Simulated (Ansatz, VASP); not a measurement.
## Two plane-wave programs on Cs2Mo2PbO8

```
Cs Pb Mo O
1.0
     3.08454    1.78086    7.64240
    -3.08454    1.78086    7.64240
     0.00000   -3.56171    7.64240
Cs Pb Mo O
2 1 2 8
Direct
  0.80676 0.80676 0.80676
  0.19324 0.19324 0.19324
  0.00000 0.00000 0.00000
  0.60905 0.60905 0.60905
  0.39095 0.39095 0.39095
  0.68510 0.68510 0.68510
  0.31490 0.31490 0.31490
  0.26611 0.74343 0.74343
  0.74343 0.74343 0.26611
  0.74343 0.26611 0.74343
  0.73389 0.25657 0.25657
  0.25657 0.73389 0.25657
  0.25657 0.25657 0.73389
```

Alike in both runs: functional PBE; dispersion D3(BJ); k mesh 6 × 6 × 6; occupations gaussian, width 0.02 eV; no spin polarisation.

Ansatz relaxed the structure, and its values are those at the end. VASP's run is a single point on that final structure, the one shown.

```csv
,VASP,Ansatz
version,VASP 6.6.1,Ansatz 0.2.0
potentials or method,"VASP PAW PBE potentials, release 64 (Cs_sv, Pb_d, Mo_sv, O), cutoff 520 eV","scalar-relativistic, plane waves, PAW"
valence electrons in the cell,108,108
```

|  | VASP | Ansatz | Ansatz less VASP |
| --- | --- | --- | --- |
| gap on the k mesh at the Fermi level (eV) | 3.54 | 3.55 | +0.006 |
| least direct gap on the mesh (eV) | 3.54 | 3.55 | +0.006 |
| pressure (GPa) | 0.2 | 0.0 | -0.24 |
| rms of the force components (eV/Å) | 0.040 | 0.000 | -0.0397 |

Neither program's run includes spin-orbit coupling.
